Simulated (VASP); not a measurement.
**TiH3: relaxation of cell and atoms with PBE**

Crystal: TiH3.

```
Ti H
1.0
    -2.09521    2.09521    2.09521
     2.09521   -2.09521    2.09521
     2.09521    2.09521   -2.09521
Ti H
1 3
Cartesian
  0.0000 0.0000 0.0000
  2.0952 0.0000 0.0000
  0.0000 2.0952 0.0000
  0.0000 0.0000 2.0952
```

```json
{
  "Program": "VASP 6.6.1",
  "Task": "relaxation of cell and atoms",
  "Functional": "PBE",
  "Potentials or basis": "VASP PAW PBE potentials, release 64 (Ti_sv, H)",
  "Cutoff": "600 eV",
  "k mesh": "6 × 6 × 6",
  "Occupations": "gaussian, width 0.1 eV",
  "Spin": "no spin polarisation",
  "Dipole correction": "no",
  "Further INCAR settings": "ALGO = Normal; EDIFF = 1e-07; IBRION = 2; EDIFFG = -0.04; NSW = 90; ISIF = 3"
}
```

The relaxed volume is 6.44 Å³/atom. The relaxed cell is a = 3.222 Å, b = 3.222 Å, c = 3.222 Å, α = 109.47°, β = 109.47°, γ = 109.47°, the space group after relaxing (to 0.05 Å) is Im-3m (No. 229) and the energy gained by relaxing is 216.3 meV/atom. The ionic steps are 5 and the pressure after relaxing is -0.1 GPa.

The path:
```
step  energy change (eV)  largest force (eV/Å)  pressure (GPa)  volume (Å³)
   1              0.0000                0.0000          -19.11        36.79
   2             -0.5871                0.0000          -13.94        31.25
   3             -0.8451                0.0000           -4.66        27.07
   4             -0.8644                0.0000            1.08        25.47
   5             -0.8653                0.0000           -0.06        25.75
```

Final structure:
```
CELL_PARAMETERS angstrom
-1.86034 1.86034 1.86034
1.86034 -1.86034 1.86034
1.86034 1.86034 -1.86034
ATOMIC_POSITIONS crystal
Ti 0.00000 0.00000 0.00000
H 0.00000 0.50000 0.50000
H 0.50000 0.00000 0.50000
H 0.50000 0.50000 0.00000
```

Levels at points of the mesh, in eV from the Fermi level:
```tsv
k point	band 4	band 5	band 6	band 7	band 8	band 9	band 10	band 11
(0.00, 0.00, 0.00)	-33.60	-11.26	-2.22	-2.22	-0.01	-0.01	-0.01	7.12
(0.50, 0.00, 0.00)	-33.62	-6.82	-6.78	-1.20	0.02	0.38	0.91	2.15
(0.50, 0.50, 0.50)	-33.74	-7.25	-7.25	1.64	1.92	1.92	1.92	3.11
```

It took 55 s on 1 thread of AMD EPYC 7R43 64-Core Processor (Zen 3) (shared host), peak memory 0.14 GiB.

Caveat: the volume moved by over 15 % at a fixed basis, so the end points are rough.
